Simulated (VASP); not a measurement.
# TiW14 (a cell with a defect) in VASP: further runs

Runs on TiW14 (a cell with a defect). Level: PBE. Tasks: single point.

All numbers are computed with VASP 6.6.1; they aren't measurements. Logs are shortened: lines on timing, memory, paths and dates and some standing lists are left out, and cuts for length are marked.

**1. The cell of the first run**

The cell holds a defect, 15 atoms: a = 6.320 Å, b = 6.320 Å, c = 6.320 Å, α = 90.00°, β = 90.00°, γ = 90.00°.

**2. Single point, PBE**

Input file INCAR:

```
PREC = Accurate ; ENCUT = 520
EDIFF = 1E-6 ; ISMEAR = 0
SIGMA = 0.05 ; LREAL = Auto
LASPH = True ; NELM = 100
ALGO = Normal ; ISIF = 2
LWAVE = False ; LCHARG = False
GGA = PE ; NBANDS = 117
```

Input file KPOINTS:

```
Automatic mesh
0
Gamma
  3 3 3
```

Input file POSCAR:

```
TiW14
1.0
    6.3200000000      0.0000000000      0.0000000000
    0.0000000000      6.3200000000      0.0000000000
    0.0000000000      0.0000000000      6.3200000000
W Ti
14 1
Direct
   -0.0004354430      0.0032656646      0.0048515823
    0.4992792722      0.0011783228      0.0027648734
   -0.0049360759      0.5053927215     -0.0066463608
   -0.0049360759     -0.0082325949      0.5069783228
    0.4971917722      0.5008916139      0.0048512658
    0.4971917722      0.0032650316      0.5024770570
    0.7411390823      0.2448886076      0.2464737342
    0.2555693038      0.7593191456      0.2464723101
    0.2555712025      0.2448856013      0.7609061709
    0.5086898734      0.5053930380      0.5069789557
    0.7582737342      0.7421832278      0.2525802215
    0.7582743671      0.2509944620      0.7437688291
    0.2494626582      0.7421833861      0.7437691456
    0.7504968354      0.7499601266      0.7515455696
    0.1652292722      0.3352273734      0.3368132911
```

Potentials or basis: VASP PAW PBE potentials, release 64 (W_sv, Ti_sv).

The run is started by

```sh
> cat potpaw_PBE.64/W_sv/POTCAR potpaw_PBE.64/Ti_sv/POTCAR > POTCAR
> mpirun -np 1 vasp_std > vasp.out
```

OUTCAR:

```text
PREC = Accurate
   ENCUT = 520
   EDIFF = 1E-6
   ISMEAR = 0
   LREAL = Auto
   LASPH = True
   NELM = 100
   ISIF = 2
   GGA = PE

 ion  position               nearest neighbor table
   1  1.000  0.003  0.005-   8 2.71   9 2.71   7 2.71  12 2.74  11 2.74  14 2.76  13 2.82  15 3.15
                             3 3.15   4 3.15   2 3.16   2 3.16   4 3.17   3 3.17
   2  0.499  0.001  0.003-   9 2.66   8 2.66   7 2.66  14 2.75  11 2.80  13 2.80  12 2.80   6 3.16
                             5 3.16   1 3.16   1 3.16   5 3.16   6 3.16
   3  0.995  0.505  0.993-  15 2.65  14 2.67  11 2.68  12 2.70  13 2.70   9 2.75   7 2.80   8 2.80
                             5 3.15   1 3.15   1 3.17   5 3.17
   4  0.995  0.992  0.507-  15 2.65  14 2.67  12 2.68  11 2.70  13 2.70   8 2.75   7 2.80   9 2.80
                             6 3.15   1 3.15   1 3.17   6 3.17
   5  0.497  0.501  0.005-   9 2.71   7 2.71   8 2.71  11 2.74  13 2.74  14 2.76  12 2.82  15 3.15
                             3 3.15  10 3.15   2 3.16   2 3.16  10 3.17   3 3.17
   6  0.497  0.003  0.502-   8 2.71   7 2.71   9 2.71  13 2.74  12 2.74  14 2.76  11 2.82  15 3.15
                            10 3.15   4 3.15   2 3.16   2 3.16   4 3.17  10 3.17
   7  0.741  0.245  0.246-   2 2.66   5 2.71   6 2.71   1 2.71  10 2.75  15 2.80   3 2.80   4 2.80
                            11 3.15  12 3.15  12 3.18  11 3.18
   8  0.256  0.759  0.246-   2 2.66   1 2.71   6 2.71   5 2.71   4 2.75  15 2.80   3 2.80  10 2.80
                            11 3.15  13 3.15  13 3.18  11 3.18
   9  0.256  0.245  0.761-   2 2.66   5 2.71   1 2.71   6 2.71   3 2.75  15 2.80   4 2.80  10 2.80
                            12 3.15  13 3.15  13 3.18  12 3.18
  10  0.509  0.505  0.507-  15 2.65  14 2.67  13 2.68  11 2.70  12 2.70   7 2.75   8 2.80   9 2.80
                             6 3.15   5 3.15   5 3.17   6 3.17
  11  0.758  0.742  0.253-   3 2.68   4 2.70  10 2.70   1 2.74   5 2.74   2 2.80   6 2.82   7 3.15
                             8 3.15  14 3.15  14 3.17   8 3.18   7 3.18
  12  0.758  0.251  0.744-   4 2.68   3 2.70  10 2.70   1 2.74   6 2.74   2 2.80   5 2.82   7 3.15
                             9 3.15  14 3.15  14 3.17   9 3.18   7 3.18
  13  0.249  0.742  0.744-  10 2.68   4 2.70   3 2.70   6 2.74   5 2.74   2 2.80   1 2.82   8 3.15
                             9 3.15  14 3.15  14 3.17   9 3.18   8 3.18
  14  0.750  0.750  0.752-  10 2.67   4 2.67   3 2.67   2 2.75   6 2.76   5 2.76   1 2.76  11 3.15
                            12 3.15  13 3.15  13 3.17  12 3.17  11 3.17
  15  0.165  0.335  0.337-   3 2.65   4 2.65  10 2.65   7 2.80   8 2.80   9 2.80   1 3.15   5 3.15
                             6 3.15

  LATTYP: Found a simple cubic cell.
 ALAT       =     6.3200000000

  Lattice vectors:

 A1 = (   6.3200000000,   0.0000000000,   0.0000000000)
 A2 = (   0.0000000000,   6.3200000000,   0.0000000000)
 A3 = (   0.0000000000,   0.0000000000,   6.3200000000)

Analysis of symmetry for initial positions (statically):
=====================================================================
 Subroutine PRICEL returns:
 Original cell was already a primitive cell.

 Routine SETGRP: Setting up the symmetry group for a
 simple cubic supercell.

 Subroutine GETGRP returns: Found  6 space group operations
 (whereof  1 operations were pure point group operations)
 out of a pool of 48 trial point group operations.

The static configuration has the point symmetry C_1 .
 The point group associated with its full space group is C_3v.

Analysis of symmetry for dynamics (positions and initial velocities):
=====================================================================
 Subroutine PRICEL returns:
 Original cell was already a primitive cell.

 Routine SETGRP: Setting up the symmetry group for a
 simple cubic supercell.

 Subroutine GETGRP returns: Found  6 space group operations
 (whereof  1 operations were pure point group operations)
 out of a pool of 48 trial point group operations.

The dynamic configuration has the point symmetry C_1 .
 The point group associated with its full space group is C_3v.

 Subroutine INISYM returns: Found  6 space group operations
 (whereof  1 operations are pure point group operations),
 and found     1 'primitive' translations

----------------------------------------------------------------------------------------

                                     Primitive cell

  volume of cell :     252.4360

  direct lattice vectors                    reciprocal lattice vectors
[... 59 lines left out ...]

  Shift w.r.t. Gamma in fractional coordinates (k-lattice)
     0.000000000  0.000000000  0.000000000

 Subroutine IBZKPT returns following result:
 ===========================================

 Found      6 irreducible k-points:

 Following reciprocal coordinates:
            Coordinates               Weight
  0.000000  0.000000  0.000000      1.000000
  0.333333  0.000000  0.000000      6.000000
  0.333333  0.333333  0.000000      6.000000
  0.000000  0.333333  0.333333      6.000000
  0.333333  0.333333  0.333333      6.000000
 -0.333333  0.333333  0.333333      2.000000
   k-points           NKPTS =      6   k-points in BZ     NKDIM =      6   number of bands    NBANDS=    117
   number of dos      NEDOS =    301   number of ions     NIONS =     15
   total plane-waves  NPLWV = 110592
   dimension x,y,z NGX =    48 NGY =   48 NGZ =   48
   dimension x,y,z NGXF=    96 NGYF=   96 NGZF=   96
   ions per type =              14   1
   NGX,Y,Z   is equivalent  to a cutoff of  12.63, 12.63, 12.63 a.u.
   NGXF,Y,Z  is equivalent  to a cutoff of  25.25, 25.25, 25.25 a.u.
 SYSTEM =  unknown system
   PREC   = accura    normal or accurate (medium, high low for compatibility)
   ISTART =      0    job   : 0-new  1-cont  2-samecut
   ICHARG =      2    charge: 1-file 2-atom 10-const
   ISPIN  =      1    spin polarized calculation?
   LNONCOLLINEAR =      F non collinear calculations
   LSORBIT =      F    spin-orbit coupling
   LASPH  =      T    aspherical Exc in radial PAW
   ENCUT  =  520.0 eV  38.22 Ry    6.18 a.u.  11.75 11.75 11.75*2*pi/ulx,y,z
   NELM   =    100;   NELMIN=  2; NELMDL= -5     # of ELM steps
   EDIFF  = 0.1E-05   stopping-criterion for ELM
   LREAL  =      T    real-space projection
   EDIFFG = 0.1E-04   stopping-criterion for IOM
   NSW    =      0    number of steps for IOM
   IBRION =     -1    ionic relax: 0-MD 1-quasi-New 2-CG
   NFREE  =      0    steps in history (QN), initial steepest desc. (CG)
   ISIF   =      2    stress and relaxation
   ISYM   =      2    0-nonsym 1-usesym 2-fastsym
   POTIM  = 0.5000    time-step for ionic-motion
   TEBEG  =    0.0;   TEEND  =   0.0 temperature during run
   PSTRESS=    0.0 pullay stress
   NELECT =     208.0000    total number of electrons
   NUPDOWN=      -1.0000    fix difference up-down
   EMIN   =  10.00;   EMAX   =-10.00  energy-range for DOS
   EFERMI =   0.00;   METHOD = LEGACY
   ISMEAR =     0;   SIGMA  =   0.05  broadening in eV -4-tet -1-fermi 0-gaus
   EFERMI_NEDOS =   21; number of points for ismear=-14 and -15
   IALGO  =     38    algorithm
   IMIX   =      4    mixing-type and parameters
     AMIX     =   0.40;   BMIX     =  1.00
     AMIX_MAG =   1.60;   BMIX_MAG =  1.00
  volume/ion in A,a.u.               =      16.83       113.57
  Fermi-wavevector in a.u.,A,eV,Ry     =   1.534778  2.900310 32.049110  2.355543
  Thomas-Fermi vector in A             =   2.641658
   LORBIT       =      0    0 simple, 1 ext, 2 COOP (PROOUT), +10 PAW based schemes
   GGA     = PE    functional components
   LHFCALC =     F    Hartree Fock is set to
   AEXX    =    0.0000 exact exchange contribution
   IVDW    =     0    specifies the selected vdW correction
   LEPSILON=     F    determine dielectric tensor
   LRPA    =     F    only Hartree local field effects (RPA)
 non-spin polarized calculation
 Gauss-broadening in eV      SIGMA  =   0.05
  energy-cutoff  :      520.00
  volume of cell :      252.44
 maximum number of plane-waves:      6859
   NGX = 23   NGY = 23   NGZ = 23

 number of electron     208.0000003 magnetization

 Free energy of the ion-electron system (eV)
  ---------------------------------------------------
  ext. energy  EPLUGINS =         0.00000000
  ---------------------------------------------------
  free energy    TOTEN  =      -185.47615239 eV

  energy without entropy =     -185.46143769  energy(sigma->0) =     -185.46879504

 E-fermi :  10.0794     XC(G=0): -13.1170

 val. band max:       10.0656872625   @ k =   0.3333   0.0000   0.0000
 cond. band min:      10.0869789693   @ k =   0.0000   0.3333   0.3333
 fundamental gap:      0.0212917068
 Fermi energy:        10.0794064710

 k-point     1 :       0.0000    0.0000    0.0000
  band No.  band energies     occupation
      1     -63.7550      2.00000
      2     -63.7102      2.00000
      3     -63.7100      2.00000
      4     -63.6690      2.00000
      5     -63.6689      2.00000
      6     -63.6561      2.00000
[... 703 lines left out ...]
    115      12.3028      0.00000
    116      12.3042      0.00000
 [bands above 116 left out]

------------------------ aborting loop because EDIFF is reached ----------------------------------------

  FORCE on cell =-STRESS in cart. coord.  units (eV):
  Direction    XX          YY          ZZ          XY          YZ          ZX
  --------------------------------------------------------------------------------------
  -------------------------------------------------------------------------------------
  Total        1.4479744      1.4479744      1.4479744      3.8083385     -3.8083385      3.8083385
  in kB        9.1900997      9.1900997      9.1900997     24.1710152    -24.1710152     24.1710152
  external PRESSURE =       9.1900997 kB  Pullay stress =       0.0000000 kB

 VOLUME and BASIS-vectors are now :
 -----------------------------------------------------------------------------
  energy-cutoff  :      520.00
  volume of cell :      252.44
      direct lattice vectors                 reciprocal lattice vectors
     6.320000000  0.000000000  0.000000000     0.158227848  0.000000000  0.000000000
     0.000000000  6.320000000  0.000000000     0.000000000  0.158227848  0.000000000
     0.000000000  0.000000000  6.320000000     0.000000000  0.000000000  0.158227848

 POSITION                                       TOTAL-FORCE (eV/Angst)
 -----------------------------------------------------------------------------------
      6.31725      0.02064      0.03066        -0.050085      0.027797      0.027797
      3.15545      0.00745      0.01747        -0.059041      0.059041      0.059041
      6.28880      3.19408      6.27799        -0.035399      0.035399      0.062120
      6.28880      6.26797      3.20410        -0.035399      0.062120      0.035399
      3.14225      3.16563      0.03066        -0.027797      0.050085      0.027797
      3.14225      0.02063      3.17566        -0.027797      0.027797      0.050085
      4.68400      1.54770      1.55771        -0.015708      0.044853      0.044853
      1.61520      4.79890      1.55770        -0.044853      0.015708      0.044853
      1.61521      1.54768      4.80893        -0.044853      0.044853      0.015708
      3.21492      3.19408      3.20411        -0.062120      0.035399      0.035399
      4.79229      4.69060      1.59631        -0.009329      0.009329      0.050487
      4.79229      1.58628      4.70062        -0.009329      0.050487      0.009329
      1.57660      4.69060      4.70062        -0.050487      0.009329      0.009329
      4.74314      4.73975      4.74977        -0.037174      0.037174      0.037174
      1.04425      2.11864      2.12866         0.509371     -0.509371     -0.509371
 -----------------------------------------------------------------------------------
    total drift:                               -0.025932     -0.026391     -0.031473

  FREE ENERGIE OF THE ION-ELECTRON SYSTEM (eV)
  ---------------------------------------------------
  free  energy   TOTEN  =      -185.4761523890 eV

  energy  without entropy=     -185.4614376941  energy(sigma->0) =     -185.46879504
```

It took 3.4 min on 1 thread of Intel Xeon 6975P-C (Granite Rapids), shared host; peak memory 0.38 GiB.

Results:

| Property | Result |
| --- | --- |
| Free energy | -185.4762 eV |
| Pressure | 0.9 GPa |
| Largest force | 0.882 eV/Å |
| Band gap on the k mesh | zero (band 104 reaches 10.47 eV, above the bottom of band 105 at 9.60 eV) |

Forces on the atoms (eV/Å):
```
W   -0.050  0.028  0.028
W   -0.059  0.059  0.059
W   -0.035  0.035  0.062
W   -0.035  0.062  0.035
W   -0.028  0.050  0.028
W   -0.028  0.028  0.050
W   -0.016  0.045  0.045
W   -0.045  0.016  0.045
W   -0.045  0.045  0.016
W   -0.062  0.035  0.035
W   -0.009  0.009  0.050
W   -0.009  0.050  0.009
W   -0.050  0.009  0.009
W   -0.037  0.037  0.037
Ti   0.509 -0.509 -0.509
```

Levels at points of the mesh, in eV from the Fermi level:
```
           k point  band 101  band 102  band 103  band 104  band 105  band 106  band 107  band 108
(0.00, 0.00, 0.00)     -0.15      0.15      0.23      0.39      0.39      1.04      1.04      1.14
```

Caveat: spin-orbit coupling is left out, which moves the levels of the heavy elements.

**3. Single point, PBE**

Input file INCAR:

```
  PREC = Accurate
  ENCUT = 520
  EDIFF = 1E-7
  ISMEAR = 0
  SIGMA = 0.05
  LREAL = Auto
  LASPH = True
  NELM = 80
  ALGO = Normal
  ISIF = 2
  LWAVE = False
  LCHARG = True
  GGA = PE
  LELF = True
  LVHAR = True
  NBANDS = 117
```

KPOINTS is that of step 2.

Input file POSCAR:

```
TiW14
1.0
    6.3200000000      0.0000000000      0.0000000000
    0.0000000000      6.3200000000      0.0000000000
    0.0000000000      0.0000000000      6.3200000000
W Ti
14 1
Direct
    0.0016022152      0.0076541139      0.0084351266
    0.5005893987      0.0000164557      0.0008177215
   -0.0046028481      0.5050748418     -0.0089332278
   -0.0046348101     -0.0097620253      0.5058629747
    0.4928344937      0.4989281646      0.0080599684
    0.4927726266      0.0073352848      0.4996518987
    0.7423262658      0.2443237342      0.2450520570
    0.2559431962      0.7580042722      0.2451254747
    0.2560501582      0.2442795886      0.7589484177
    0.5092887658      0.5046990506      0.5054594937
    0.7538408228      0.7464210443      0.2495830696
    0.7538723101      0.2488049051      0.7471898734
    0.2514449367      0.7464636076      0.7472765823
    0.7517871835      0.7484180380      0.7491253165
    0.0849159810      0.4147370253      0.4156378165
```

Potentials or basis: VASP PAW PBE potentials, release 64 (W_sv, Ti_sv).

The run is started by

```sh
> cat potpaw_PBE.64/W_sv/POTCAR potpaw_PBE.64/Ti_sv/POTCAR > POTCAR
> mpirun -np 1 vasp_std > vasp.out
```

It took 27 min on 1 thread of AMD EPYC 7R43 (Zen 3), shared host; peak memory 0.42 GiB.

The run converged. Its results:

| Property | Result |
| --- | --- |
| Free energy | -185.4806 eV |
| Pressure | 0.9 GPa |
| Largest force | 0.885 eV/Å |
| Band gap on the k mesh | zero (band 104 reaches 10.47 eV, above the bottom of band 105 at 9.60 eV) |

Forces in eV/Å, atoms in the order of the input:
```
W    0.048 -0.011 -0.010
W    0.039 -0.060 -0.058
W    0.052 -0.065 -0.012
W    0.053 -0.006 -0.065
W    0.003 -0.059  0.009
W    0.006  0.005 -0.056
W    0.051 -0.032 -0.027
W    0.033 -0.068 -0.035
W    0.024 -0.030 -0.078
W    0.056 -0.043 -0.041
W    0.018 -0.025 -0.054
W    0.017 -0.052 -0.026
W    0.053 -0.023 -0.024
W    0.038 -0.050 -0.044
Ti  -0.492  0.519  0.521
```

Stress tensor (GPa, compression positive):
```
 0.92  2.43  2.43
 2.43  0.89 -2.43
 2.43 -2.43  0.89
```

Levels at points of the mesh, in eV from the Fermi level:
```
           k point  band 102  band 103  band 104  band 105  band 106  band 107
(0.00, 0.00, 0.00)      0.15      0.23      0.39      0.40      1.04      1.04
```

Caveat: spin-orbit coupling is left out, which moves the levels of the heavy elements.
